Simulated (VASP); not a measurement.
Wanted: the native input for a VASP 6.6.1 run.

| Item | Value |
| --- | --- |
| Task | single point |
| Functional | PBE |
| Potentials or basis | VASP PAW PBE potentials, release 64 (Zn) |
| Cutoff | 520 eV |
| k mesh | 12 × 12 × 12 |
| Occupations | gaussian, width 0.019 eV |
| Spin | no spin polarisation |
| Dipole correction | no |
| Further INCAR settings | ALGO = Normal; EDIFF = 1e-06; NBANDS = 12 |

The structure of Zn lies in POSCAR:

```
Zn
1.0
    0.0000000000      1.9647760000      1.9647760000
    1.9647760000      0.0000000000      1.9647760000
    1.9647760000      1.9647760000      0.0000000000
Zn
1
Direct
    0.0000000000      0.0000000000      0.0000000000
```

The input as run:

INCAR

```
ALGO = Normal ; EDIFF = 1E-6
ENCUT = 520 ; GGA = PE
ISIF = 2 ; ISMEAR = 0
LASPH = T ; LCHARG = F
LREAL = F ; LWAVE = F
NBANDS = 12 ; NELM = 100
PREC = Accurate ; SIGMA = 0.019000000000000003
```

KPOINTS

```
k-points
0
Gamma
  12 12 12
```

Potentials or basis: VASP PAW PBE potentials, release 64 (Zn).

Launch:

```console
$ cat potpaw_PBE.64/Zn/POTCAR > POTCAR
$ mpirun -np 1 vasp_std > vasp.out
```

Results of the run:

```json
{"Pressure": "0.3 GPa", "Band gap on the k mesh": "zero (band 6 reaches 5.33 eV, above the bottom of band 7 at 1.70 eV)"}
```

Wall time 12 s on 1 thread of Intel Xeon 8259CL (shared host), peak memory 0.14 GiB.
